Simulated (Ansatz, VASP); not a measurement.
# Two plane-wave programs on BeCdO2

Contents of INCAR:

```
SYSTEM = BeCdO2
PREC = Accurate ; ENCUT = 600
EDIFF = 1E-6 ; ISMEAR = 0
SIGMA = 0.1 ; LREAL = .False.
LASPH = .True. ; NELM = 100
ALGO = Normal ; ISIF = 3
LWAVE = .False. ; LCHARG = .False.
GGA = PE ; IBRION = 2
NSW = 90 ; EDIFFG = -0.04
```

File KPOINTS:

```
Automatic mesh
0
Gamma
  6 6 4
  0 0 0
```

The input POSCAR:

```
BeCdO2
1.0
    3.4580724368      0.0000000000      0.0000000000
    0.0000000000      3.4580724368      0.0000000000
    0.0000000000      0.0000000000      7.4322750880
Be Cd O
2 2 4
Direct
    0.0000000000      0.5000000000      0.7622000000
    0.5000000000      0.0000000000      0.2378000000
    0.0000000000      0.0000000000      0.0000000000
    0.5000000000      0.5000000000      0.0000000000
    0.5000000000      0.0000000000      0.8180000000
    0.0000000000      0.5000000000      0.1820000000
    0.0000000000      0.0000000000      0.5000000000
    0.5000000000      0.5000000000      0.5000000000
```

Input for Ansatz:

```yaml
crystal:
  lattice:
    - [3.4580724368, 0.0, 0.0]
    - [0.0, 3.4580724368, 0.0]
    - [0.0, 0.0, 7.432275088]
  atoms:
    - { symbol: Be, position: [0.0, 0.5, 0.7622] }
    - { symbol: Be, position: [0.5, 0.0, 0.2378] }
    - { symbol: Cd, position: [0.0, 0.0, 0.0] }
    - { symbol: Cd, position: [0.5, 0.5, 0.0] }
    - { symbol: O, position: [0.5, 0.0, 0.818] }
    - { symbol: O, position: [0.0, 0.5, 0.182] }
    - { symbol: O, position: [0.0, 0.0, 0.5] }
    - { symbol: O, position: [0.5, 0.5, 0.5] }
basis:
  ecutwfc: 420
kpoints:
  mp_grid: { grid: [6, 6, 4] }
hamiltonian:
  xc: pbe
scf:
  occupations: { method: gaussian, width: 0.1 }
  lower_state_search: "off"
output:
  forces: true
  stress: true
  eigenvalues: true
relax:
  adjacent_minimum: "off"
  f_tol: 0.04
  max_steps: 70
  cell: { stress_tol: 0.4 }
```

Alike in both runs: task relaxation of cell and atoms; functional PBE; k mesh 6 × 6 × 4; occupations gaussian, width 0.1 eV; no spin polarisation.

|  | VASP | Ansatz |
| --- | --- | --- |
| version | VASP 6.6.1 | Ansatz 0.2.0 |
| potentials or method | VASP PAW PBE potentials, release 64 (Be, Cd, O), cutoff 600 eV | scalar-relativistic, plane waves, PAW |
| valence electrons in the cell | 52 | 68 |

Ansatz gave:

```
gap on the k mesh at the Fermi level, each at its own relaxed structure (eV) : 0.72
relaxed volume (Å³/atom)                                                     : 11.14
relaxed cell length with the largest relative difference (Å)                 : 5.197
```

Estimate VASP's values.

gap on the k mesh at the Fermi level, each at its own relaxed structure (eV): 0.67; relaxed volume (Å³/atom): 11.18; relaxed cell length with the largest relative difference (Å): 5.222.

VASP's potentials hold 52 valence electrons a cell and Ansatz's 68, so a difference there can come from the potentials and not from the codes.
